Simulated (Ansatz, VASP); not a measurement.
**Two plane-wave programs on TiN**

```
Ti N
1.0
     0.00000    2.12343    2.12343
     2.12343    0.00000    2.12343
     2.12343    2.12343    0.00000
Ti N
1 1
Direct
  0.00000 0.00000 0.00000
  0.50000 0.50000 0.50000
```

Alike in both runs: functional PBE; k mesh 16 × 16 × 16; occupations gaussian, width 0.1 eV; no spin polarisation.

Ansatz relaxed the structure, and its values are those at the end. VASP's run is a single point on that final structure, the one shown.

|  | VASP | Ansatz |
| --- | --- | --- |
| version | VASP 6.6.1 | Ansatz 0.2.0 |
| potentials or method | VASP PAW PBE potentials, release 64 (Ti_sv, N), cutoff 520 eV | scalar-relativistic, plane waves, PAW |
| valence electrons in the cell | 17 | 17 |

```tsv
	VASP	Ansatz	Ansatz less VASP
gap on the k mesh at the Fermi level (eV)	none	none	-
pressure (GPa)	0.5	0.0	-0.48
```

A gap of «none» marks a metal or a gap that the smearing closes. The functional is the same, so the differences come from potentials, cutoffs and numerics.
